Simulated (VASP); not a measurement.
A run of VASP 6.6.1 is set up as follows.

The input INCAR:

```
SYSTEM = InP
PREC = Accurate ; ENCUT = 520
EDIFF = 1E-6 ; ISMEAR = -1
SIGMA = 0.05 ; LREAL = .False.
LASPH = .True. ; NELM = 80
ALGO = Normal ; ISIF = 2
LWAVE = .False. ; LCHARG = .True.
GGA = CA ; LELF = .True.
LVHAR = .True. ; NBANDS = 16
```

KPOINTS

```
regular mesh
0
Gamma
  8 8 8
  0 0 0
```

Contents of POSCAR:

```
InP
1.0
    0.0000000000      2.7314127370      2.7314127370
    2.7314127370      0.0000000000      2.7314127370
    2.7314127370      2.7314127370      0.0000000000
In P
1 1
Direct
    0.0000000000      0.0000000000      0.0000000000
    0.5000000000      0.5000000000      0.5000000000
```

Potentials or basis: VASP PAW LDA potentials, release 64 (In_d, P).

The run is started by

```console
$ cat potpaw_LDA.64/In_d/POTCAR potpaw_LDA.64/P/POTCAR > POTCAR
$ mpirun -np 1 vasp_std > vasp.out
```

What does it give for the band gap on the k mesh?

Zero (band 9 reaches 7.70 eV, above the bottom of band 10 at 4.89 eV).

Estimate the pressure.

-2.2 GPa.

Caveat: spin-orbit coupling is left out, which moves the levels of the heavy elements.
